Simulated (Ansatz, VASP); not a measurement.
## Au in VASP and in Ansatz

```
Au
1.0
     1.43271   -2.57038    0.00000
     1.43271    2.57038    0.00000
     0.00000    0.00000    4.89213
Au
2
Direct
  0.66395 0.33605 0.25000
  0.33605 0.66395 0.75000
```

Alike in both runs: task relaxation of cell and atoms; functional PBE; k mesh 16 × 16 × 10; occupations fermi-dirac, width 0.15 eV; no spin polarisation.

```csv
,VASP,Ansatz
version,VASP 6.6.1,Ansatz 0.2.0
potentials or method,"VASP PAW PBE potentials, release 64 (Au), cutoff 600 eV","scalar-relativistic, plane waves, PAW"
valence electrons in the cell,22,38
```

```tsv
	VASP	Ansatz	Ansatz less VASP
gap on the k mesh at the Fermi level, each at its own relaxed structure (eV)	none	none	-
relaxed volume (Å³/atom)	17.99	18.01	+0.019
relaxed cell length with the largest relative difference (Å)	4.887	4.889	+0.0028
```

A gap of «none» marks a metal or a gap that the smearing closes. VASP's potentials hold 22 valence electrons a cell and Ansatz's 38, so a difference there can come from the potentials and not from the codes.

Neither program's run includes spin-orbit coupling.
